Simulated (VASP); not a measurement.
A run of VASP 6.6.1 is set up as follows.

File INCAR:

```
ALGO = Normal ; EDIFF = 1E-6
ENCUT = 500 ; GGA = PE
GGA_COMPAT = F ; ISIF = 2
ISMEAR = 0 ; IVDW = 12
LASPH = T ; LCHARG = F
LREAL = F ; LWAVE = F
NBANDS = 20 ; NELM = 120
PREC = Accurate ; SIGMA = 0.03
```

KPOINTS

```
k-points
0
Gamma
  12 12 6
```

Contents of POSCAR:

```
SnSe2
1.0
    3.4100185513      0.0000000000      0.0000000000
   -1.7050092757      2.9531626928      0.0000000000
    0.0000000000      0.0000000000      6.4019688282
Sn Se
1 2
Direct
    0.0000000000      0.0000000000      0.0000000000
    0.3333333333      0.6666666667      0.2651331237
    0.6666666667      0.3333333333      0.7348668763
```

Potentials or basis: VASP PAW PBE potentials, release 64 (Sn_d, Se).

Run with:

```console
$ cat potpaw_PBE.64/Sn_d/POTCAR potpaw_PBE.64/Se/POTCAR > POTCAR
$ mpirun -np 1 vasp_std > vasp.out
```

(1) Predict the dispersion energy per atom.

(2) Estimate the pressure.

(3) Predict the largest force.

## Answers

(1) -0.433 eV.

(2) 17.7 GPa.

(3) 0.667 eV/Å.

Caveat: the cell stands under pressure.
